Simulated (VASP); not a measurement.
# H3W8C9 in VASP: single point with PBE+D3(BJ)

Aim: the single point of H3W8C9 with PBE+D3(BJ).

Program: VASP 6.6.1. These are calculated values, not measurements. Logs are shortened: lines on timing, memory, paths and dates and some standing lists are left out, and cuts for length are marked.

### Step 1. The cell of the first run

The cell holds a slab with vacuum, 20 atoms: a = 5.749 Å, b = 5.749 Å, c = 16.225 Å, α = 90.00°, β = 90.00°, γ = 120.00°.

### Step 2. Single point, PBE+D3(BJ)

Contents of INCAR:

```
ALGO = Normal ; EDIFF = 1E-6
ENCUT = 520 ; GGA = PE
ISIF = 2 ; ISMEAR = 0
IVDW = 12 ; LASPH = T
LCHARG = T ; LELF = T
LREAL = Auto ; LVHAR = T
LWAVE = F ; NBANDS = 92
NELM = 60 ; PREC = Accurate
SIGMA = 0.15
```

Contents of KPOINTS:

```
k-points
0
Gamma
  5 5 1
```

Contents of POSCAR:

```
H3W8C9
1.0
    5.7490600000      0.0000000000      0.0000000000
   -2.8745300000      4.9788320000      0.0000000000
    0.0000000000      0.0000000000     16.2248850000
W C H
8 9 3
Direct
    0.0000000000      0.0000000000      0.0616337188
    0.0085605080      0.0021470899      0.2389055454
    0.0000000000      0.5000000000      0.0616337188
    0.0070399809      0.5009056341      0.2381660640
    0.5000000000      0.0000000000      0.0616337188
    0.5050179532     -0.0035197010      0.2344683491
    0.5000000000      0.5000000000      0.0616337188
    0.5064011961      0.5003683595      0.2379510240
    0.3333832810      0.1656171568      0.1443800680
    0.3567519086      0.1652319259      0.3137286335
    0.3321263749      0.6640123627      0.1426702254
    0.3494640946      0.6753027618      0.3071837489
    0.8362760456      0.1668756849      0.1439778464
    0.8300347702      0.1666563564      0.3169753746
    0.8356453621      0.6686158521      0.1438582153
    0.8424698829      0.6643134374      0.3083097970
    0.9078234107      0.0707900970      0.3826801238
    0.4129192488      0.1702704570      0.3778318305
    0.7652027719     -0.1166936342      0.4135020988
    1.0963676212      0.1967839043      0.4148512609
```

Potentials or basis: VASP PAW PBE potentials, release 64 (W_sv, C, H).

Run with:

```console
> cat potpaw_PBE.64/W_sv/POTCAR potpaw_PBE.64/C/POTCAR potpaw_PBE.64/H/POTCAR > POTCAR
> mpirun -np 1 vasp_std > vasp.out
```

OUTCAR:

```text
EDIFF = 1E-6
   ENCUT = 520
   GGA = PE
   ISIF = 2
   ISMEAR = 0
   IVDW = 12
   LASPH = T
   LREAL = Auto
   NELM = 60
   PREC = Accurate
 IVDW          = 12

 ion  position               nearest neighbor table
   1  0.000  0.000  0.062-  13 2.12  15 2.12   9 2.13   7 2.87   3 2.87   3 2.87   7 2.87   5 2.87
                             5 2.87   2 2.88
   2  0.009  0.002  0.239-  16 2.02  10 2.12  14 2.13   9 2.23  15 2.27  13 2.28  17 2.48   8 2.86
                             6 2.87   4 2.87   1 2.88   4 2.88   6 2.88   8 2.89
   3  0.000  0.500  0.062-  11 2.11  15 2.13  13 2.13   4 2.86   5 2.87   1 2.87   1 2.87   5 2.87
                             7 2.87   7 2.87
   4  0.007  0.501  0.238-  16 1.99  12 2.04  14 2.10  11 2.24  13 2.26  15 2.28   6 2.86   3 2.86
                             2 2.87   8 2.87   8 2.88   2 2.88   6 2.89
   5  0.500  0.000  0.062-  11 2.13   9 2.13  13 2.14   6 2.80   7 2.87   3 2.87   7 2.87   3 2.87
                             1 2.87   1 2.87
   6  0.505  0.996  0.234-  12 1.99  10 2.04  14 2.10  13 2.21  11 2.23   9 2.24   5 2.80   4 2.86
                             8 2.86   2 2.87   2 2.88   8 2.89   4 2.89
   7  0.500  0.500  0.062-  11 2.11  15 2.14   9 2.14   8 2.86   1 2.87   5 2.87   5 2.87   1 2.87
                             3 2.87   3 2.87
   8  0.506  0.500  0.238-  12 2.00  16 2.03  10 2.08  15 2.24   9 2.25  11 2.29   6 2.86   7 2.86
                             2 2.86   4 2.87   4 2.88   2 2.89   6 2.89
   9  0.333  0.166  0.144-   5 2.13   1 2.13   7 2.14   2 2.23   6 2.24   8 2.25
  10  0.357  0.165  0.314-  18 1.09   6 2.04   8 2.08   2 2.12
  11  0.332  0.664  0.143-   7 2.11   3 2.11   5 2.13   6 2.23   4 2.24   8 2.29
  12  0.349  0.675  0.307-   6 1.99   8 2.00   4 2.04
  13  0.836  0.167  0.144-   1 2.12   3 2.13   5 2.14   6 2.21   4 2.26   2 2.28
  14  0.830  0.167  0.317-  17 1.37   4 2.10   6 2.10   2 2.13
  15  0.836  0.669  0.144-   1 2.12   3 2.13   7 2.14   8 2.24   2 2.27   4 2.28
  16  0.842  0.664  0.308-   4 1.99   2 2.02   8 2.03
  17  0.908  0.071  0.383-  20 1.09  19 1.10  14 1.37   2 2.48
  18  0.413  0.170  0.378-  10 1.09
  19  0.765  0.883  0.414-  17 1.10
  20  0.096  0.197  0.415-  17 1.09

  LATTYP: Found a hexagonal cell.
 ALAT       =     5.7490600000
 C/A-ratio  =     2.8221804956

  Lattice vectors:

 A1 = (   5.7490600000,   0.0000000000,   0.0000000000)
 A2 = (  -2.8745300000,   4.9788320000,   0.0000000000)
 A3 = (   0.0000000000,   0.0000000000,  16.2248850000)

Analysis of symmetry for initial positions (statically):
=====================================================================
 Subroutine PRICEL returns:
 Original cell was already a primitive cell.

 Routine SETGRP: Setting up the symmetry group for a
 hexagonal supercell.

 Subroutine GETGRP returns: Found  1 space group operations
 (whereof  1 operations were pure point group operations)
 out of a pool of 24 trial point group operations.

The static configuration has the point symmetry C_1 .

Analysis of symmetry for dynamics (positions and initial velocities):
=====================================================================
 Subroutine PRICEL returns:
 Original cell was already a primitive cell.

 Routine SETGRP: Setting up the symmetry group for a
 hexagonal supercell.

 Subroutine GETGRP returns: Found  1 space group operations
 (whereof  1 operations were pure point group operations)
 out of a pool of 24 trial point group operations.

The dynamic configuration has the point symmetry C_1 .

 Subroutine INISYM returns: Found  1 space group operations
 (whereof  1 operations are pure point group operations),
 and found     1 'primitive' translations

----------------------------------------------------------------------------------------

                                     Primitive cell

  volume of cell :     464.4147

  direct lattice vectors                    reciprocal lattice vectors
     5.749060000  0.000000000  0.000000000     0.173941479  0.100425160  0.000000000
    -2.874530000  4.978832000  0.000000000     0.000000000  0.200850320  0.000000000
     0.000000000  0.000000000 16.224885000     0.000000000  0.000000000  0.061633719

  length of vectors
     5.749060000  5.749059993 16.224885000     0.200850320  0.200850320  0.061633719

  position of ions in fractional coordinates (direct lattice)
[... 51 lines left out ...]

 Generating k-lattice:

  Cartesian coordinates                     Fractional coordinates (reciprocal lattice)
     0.034788296  0.020085032  0.000000000     0.200000000  0.000000000  0.000000000
     0.000000000  0.040170064  0.000000000     0.000000000  0.200000000  0.000000000
     0.000000000  0.000000000  0.061633719     0.000000000  0.000000000  1.000000000

  Length of vectors
     0.040170064  0.040170064  0.061633719

  Shift w.r.t. Gamma in fractional coordinates (k-lattice)
     0.000000000  0.000000000  0.000000000

 Subroutine IBZKPT returns following result:
 ===========================================

 Found     13 irreducible k-points:

 Following reciprocal coordinates:
            Coordinates               Weight
  0.000000  0.000000  0.000000      1.000000
  0.200000  0.000000  0.000000      2.000000
  0.000000  0.200000  0.000000      2.000000
 -0.200000  0.200000  0.000000      2.000000
  0.400000  0.000000  0.000000      2.000000
  0.000000  0.400000  0.000000      2.000000
 -0.400000  0.400000  0.000000      2.000000
  0.200000  0.200000  0.000000      2.000000
 -0.200000  0.400000  0.000000      2.000000
 -0.400000  0.200000  0.000000      2.000000
  0.400000  0.200000  0.000000      2.000000
 -0.200000 -0.400000  0.000000      2.000000
  0.400000  0.400000  0.000000      2.000000
   k-points           NKPTS =     13   k-points in BZ     NKDIM =     13   number of bands    NBANDS=     92
   number of dos      NEDOS =    301   number of ions     NIONS =     20
   total plane-waves  NPLWV = 290304
   dimension x,y,z NGX =    48 NGY =   48 NGZ =  126
   dimension x,y,z NGXF=    96 NGYF=   96 NGZF=  252
   ions per type =               8   9   3
   NGX,Y,Z   is equivalent  to a cutoff of  13.88, 13.88, 12.91 a.u.
   NGXF,Y,Z  is equivalent  to a cutoff of  27.76, 27.76, 25.82 a.u.
 SYSTEM =  unknown system
   PREC   = accura    normal or accurate (medium, high low for compatibility)
   ISTART =      0    job   : 0-new  1-cont  2-samecut
   ICHARG =      2    charge: 1-file 2-atom 10-const
   ISPIN  =      1    spin polarized calculation?
   LNONCOLLINEAR =      F non collinear calculations
   LSORBIT =      F    spin-orbit coupling
   LASPH  =      T    aspherical Exc in radial PAW
   ENCUT  =  520.0 eV  38.22 Ry    6.18 a.u.  10.69 10.69 30.17*2*pi/ulx,y,z
   NELM   =     60;   NELMIN=  2; NELMDL= -5     # of ELM steps
   EDIFF  = 0.1E-05   stopping-criterion for ELM
   LREAL  =      T    real-space projection
   EDIFFG = 0.1E-04   stopping-criterion for IOM
   NSW    =      0    number of steps for IOM
   IBRION =     -1    ionic relax: 0-MD 1-quasi-New 2-CG
   NFREE  =      0    steps in history (QN), initial steepest desc. (CG)
   ISIF   =      2    stress and relaxation
   ISYM   =      2    0-nonsym 1-usesym 2-fastsym
   POTIM  = 0.5000    time-step for ionic-motion
   TEBEG  =    0.0;   TEEND  =   0.0 temperature during run
   PSTRESS=    0.0 pullay stress
   NELECT =     151.0000    total number of electrons
   NUPDOWN=      -1.0000    fix difference up-down
   EMIN   =  10.00;   EMAX   =-10.00  energy-range for DOS
   EFERMI =   0.00;   METHOD = LEGACY
   ISMEAR =     0;   SIGMA  =   0.15  broadening in eV -4-tet -1-fermi 0-gaus
   EFERMI_NEDOS =   21; number of points for ismear=-14 and -15
   IALGO  =     38    algorithm
   IMIX   =      4    mixing-type and parameters
     AMIX     =   0.40;   BMIX     =  1.00
     AMIX_MAG =   1.60;   BMIX_MAG =  1.00
  volume/ion in A,a.u.               =      23.22       156.70
  Fermi-wavevector in a.u.,A,eV,Ry     =   1.125724  2.127309 17.242037  1.267254
  Thomas-Fermi vector in A             =   2.262402
   LORBIT       =      0    0 simple, 1 ext, 2 COOP (PROOUT), +10 PAW based schemes
   GGA     = PE    functional components
   LHFCALC =     F    Hartree Fock is set to
   AEXX    =    0.0000 exact exchange contribution
   IVDW    =    12    specifies the selected vdW correction
   LEPSILON=     F    determine dielectric tensor
   LRPA    =     F    only Hartree local field effects (RPA)
 non-spin polarized calculation
 Gauss-broadening in eV      SIGMA  =   0.15
  energy-cutoff  :      520.00
  volume of cell :      464.41
 maximum number of plane-waves:     12553
 NGX is ok and might be reduce to    48
   NGX = 21   NGY = 21   NGZ = 61

 number of electron     150.9999991 magnetization

 Free energy of the ion-electron system (eV)
  ---------------------------------------------------
  ext. energy  EPLUGINS =         0.00000000
  ---------------------------------------------------
  free energy    TOTEN  =      -184.36951414 eV

  energy without entropy =     -184.31948819  energy(sigma->0) =     -184.34450116

 E-fermi :   1.2110     XC(G=0):  -6.5159

 val. band max:        1.0491331214   @ k =  -0.2000   0.2000   0.0000
 cond. band min:       1.2309545053   @ k =   0.0000   0.4000   0.0000
 fundamental gap:      0.1818213839
 Fermi energy:         1.2109891364

 k-point     1 :       0.0000    0.0000    0.0000
  band No.  band energies     occupation
      1     -72.6935      2.00000
      2     -72.6782      2.00000
      3     -72.6238      2.00000
      4     -72.6173      2.00000
      5     -72.6038      2.00000
      6     -72.5533      2.00000
[... 1159 lines left out ...]
     86       3.5333      0.00000
     87       3.7497      0.00000
 [bands above 87 left out]

------------------------ aborting loop because EDIFF is reached ----------------------------------------

 Edisp (eV)   -5.12191

 E8    (eV) :    -2.3691

  FORCE on cell =-STRESS in cart. coord.  units (eV):
  Direction    XX          YY          ZZ          XY          YZ          ZX
  --------------------------------------------------------------------------------------
  -------------------------------------------------------------------------------------
  Total       9.78494    10.19159     1.76083    -1.10306     0.54385    -2.62994
  in kB      33.75693    35.15980     6.07467    -3.80543     1.87622    -9.07298
  external pressure =       25.00 kB  Pullay stress =        0.00 kB

 VOLUME and BASIS-vectors are now :
 -----------------------------------------------------------------------------
  energy-cutoff  :      520.00
  volume of cell :      464.41
      direct lattice vectors                 reciprocal lattice vectors
     5.749060000  0.000000000  0.000000000     0.173941479  0.100425160  0.000000000
    -2.874530000  4.978832000  0.000000000     0.000000000  0.200850320  0.000000000
     0.000000000  0.000000000 16.224885000     0.000000000  0.000000000  0.061633719

 POSITION                                       TOTAL-FORCE (eV/Angst)
 -----------------------------------------------------------------------------------
      0.00000      0.00000      1.00000         0.137007      0.095464      0.143881
      0.04304      0.01069      3.87621         0.012193      0.022781     -0.021882
     -1.43727      2.48942      1.00000         0.047273     -0.152404     -0.100171
     -1.39939      2.49393      3.86422         0.009629     -0.020800     -0.015403
      2.87453      0.00000      1.00000         0.144866      0.064278     -0.362386
      0.03897      4.96131      3.80422         0.020283      0.027272     -0.021456
[... 12 lines left out ...]
      1.86011      4.39783      6.70902        -0.046420     -0.009571      0.001491
     -0.01164      0.97975      6.73091        -0.060271      0.022966      0.030456
 -----------------------------------------------------------------------------------
    total drift:                                0.009065     -0.004690      0.007900

  FREE ENERGIE OF THE ION-ELECTRON SYSTEM (eV)
  ---------------------------------------------------
  free  energy   TOTEN  =      -189.4914262779 eV

  energy  without entropy=     -189.4414003282  energy(sigma->0) =     -189.46641330
```

It took 62 min on 1 thread of Intel Xeon Platinum 8259CL at 2.50GHz (Skylake/Cascade Lake), shared host; peak memory 0.8 GiB.

What came out:

| Quantity | Value |
| --- | --- |
| Free energy | -189.4914 eV |
| Largest force | 0.428 eV/Å |
| Band gap on the k mesh | zero (an odd number of electrons rules out a gap without spin polarisation) |
| Dispersion energy per atom | -0.256 eV |

Forces on the atoms (eV/Å):
```
W    0.137  0.095  0.144
W    0.012  0.023 -0.022
W    0.047 -0.152 -0.100
W    0.010 -0.021 -0.015
W    0.145  0.064 -0.362
W    0.020  0.027 -0.021
W    0.146 -0.123 -0.104
W    0.015 -0.015 -0.033
C    0.001  0.006  0.006
C    0.003 -0.008  0.085
C    0.005 -0.013 -0.006
C   -0.004  0.024  0.079
C    0.006  0.004 -0.002
C   -0.049  0.006 -0.020
C    0.003  0.001  0.008
C   -0.013  0.010  0.087
C   -0.008 -0.001  0.041
H   -0.370  0.058  0.206
H   -0.046 -0.010  0.001
H   -0.060  0.023  0.030
```

Levels at points of the mesh, in eV from the Fermi level:
```tsv
k point	band 73	band 74	band 75	band 76	band 77	band 78	band 79	band 80
(0.00, 0.00, 0.00)	0.27	0.36	0.48	0.51	0.54	1.03	1.26	2.08
```

Caveat: there is no dipole correction, which matters where the two faces differ; spin-orbit coupling is left out, which moves the levels of the heavy elements; an odd number of electrons without spin polarisation forces a metal; a magnetic or distorted state may lie lower.

The gap in the log of VASP goes by the Fermi energy; the results here count the filled bands.